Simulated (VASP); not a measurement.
Runs of VASP 6.6.1 on Cu. Symmetry: P6_3/mmc, No. 194, hexagonal system. Conventional cell: a = 2.531 Å, b = 2.531 Å, c = 8.262 Å, α = 90.00°, β = 90.00°, γ = 120.00°. Within 3.3 Å of Cu (site symmetry -3m) lie 12 Cu at 2.53 Å. Cu (site symmetry -6m2) has 12 Cu at 2.53 Å within 3.3 Å. 

| k mesh | gap on the mesh (eV) | pressure (GPa) |
| --- | --- | --- |
| 12 × 12 × 4 | none | (a) |
| 3 × 3 × 1 | none | (b) |
| 10 × 10 × 3 | none | -0.9 |
| 6 × 6 × 2 | none | -0.5 |
| 8 × 8 × 3 | none | -1.1 |
| 5 × 5 × 2 | none | -2.2 |

Alike in all rows: task single point; level PBEsol; potentials or basis VASP PAW PBE potentials, release 64 (Cu); no spin polarisation; cell as given; cutoff (eV) 520; smearing methfessel-paxton 0.05 eV.

Estimate the missing entries.

(a) -1.2; (b) -1.9.

Caveats: some runs use coarse meshes; the PAW data sets were made with another functional, which shifts forces and pressure a little.

A gap of «none» marks levels without a gap at the run's occupations.
